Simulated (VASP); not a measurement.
Input of a VASP 6.6.1 run:

The input INCAR:

```
ALGO = Fast ; EDIFF = 1E-6
ENCUT = 520 ; GGA = PE
ISIF = 2 ; ISMEAR = 0
LASPH = T ; LCHARG = T
LELF = T ; LREAL = F
LVHAR = T ; LWAVE = F
NBANDS = 18 ; NELM = 60
PREC = Accurate ; SIGMA = 0.1
```

File KPOINTS:

```
k-points
0
Gamma
  16 16 12
```

POSCAR

```
ZnCu
1.0
    2.7143882173      0.0000000000      0.0000000000
    0.0000000000      2.7143882173      0.0000000000
    0.0000000000      0.0000000000      3.5371029093
Zn Cu
1 1
Direct
    0.5000000000      0.5000000000      0.5000000000
    0.0000000000      0.0000000000      0.0000000000
```

Potentials or basis: VASP PAW PBE potentials, release 64 (Zn, Cu).

The run is started by

```sh
$ cat potpaw_PBE.64/Zn/POTCAR potpaw_PBE.64/Cu/POTCAR > POTCAR
$ mpirun -np 1 vasp_std > vasp.out
```

Q: Predict the pressure.

A: 0.4 GPa.

Caveat: the cell differs from its parent crystal (uniaxial strain along c: +3.0 %, then relaxed in part).
